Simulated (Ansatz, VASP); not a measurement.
## I in VASP and in Ansatz

The input INCAR:

```
SYSTEM = I
PREC     = Accurate       ! precision mode
ENCUT    = 520            ! plane-wave cutoff, eV
EDIFF    = 1E-6           ! SCF threshold, eV
ISMEAR   = -1             ! smearing method
SIGMA    = 0.05           ! smearing width, eV
LREAL    = .False.        ! projectors in reciprocal space
LASPH    = .True.         ! aspherical terms in the spheres
NELM     = 60             ! most SCF steps
ALGO     = Normal         ! electronic algorithm
ISIF     = 2              ! what is computed and relaxed
LWAVE    = .False.        ! write WAVECAR
LCHARG   = .False.        ! write CHGCAR
GGA      = PE             ! functional
NBANDS   = 10             ! bands
```

Contents of KPOINTS:

```
regular mesh
0
Gamma
  7 7 11
  0 0 0
```

POSCAR

```
I
1.0
    2.4412430000     -3.6483080000     -0.0116530000
    2.6305880000      3.7779740000     -0.0648680000
   -1.6552130000     -0.0584920000      2.4058320000
I
1
Direct
    0.5067520000      0.4954560000      0.5157190000
```

input.yaml

```yaml
crystal:
  lattice:
    - [2.441243, -3.648308, -0.011653]
    - [2.630588, 3.777974, -0.064868]
    - [-1.655213, -0.058492, 2.405832]
  atoms:
    - { symbol: I, position: [0.506752, 0.495456, 0.515719] }
kpoints:
  mp_grid: { grid: [7, 7, 11] }
scf:
  occupations: { method: fermi_dirac, width: 0.05 }
hamiltonian:
  xc: pbe
  pseudopotentials: { kind: all_electron, lapw: { basis_error: 0.001 } }
output:
  forces: true
  stress: true
  eigenvalues: true
  populations: true
```

Change from the starting cell: cell strained at random at fixed volume.

Alike in both runs: task single point; functional PBE; k mesh 7 × 7 × 11; occupations fermi-dirac, width 0.05 eV; no spin polarisation.

|  | VASP | Ansatz |
| --- | --- | --- |
| version | VASP 6.6.1 | Ansatz 0.2.0 |
| potentials or method | VASP PAW PBE potentials, release 64 (I), cutoff 520 eV | all-electron LAPW, scalar-relativistic |

Ansatz gave:

- gap on the k mesh at the Fermi level (eV): none
- pressure (GPa): 0.5
- traceless stress, the component that is largest in VASP (GPa): 0.31

Question: Estimate VASP's values.

Answer: gap on the k mesh at the Fermi level (eV): none; pressure (GPa): 0.4; traceless stress, the component that is largest in VASP (GPa): 0.37.

A gap of «none» marks a metal or a gap that the smearing closes. Ansatz ran all-electron here, and VASP with PAW potentials.

Spin-orbit coupling is off throughout.
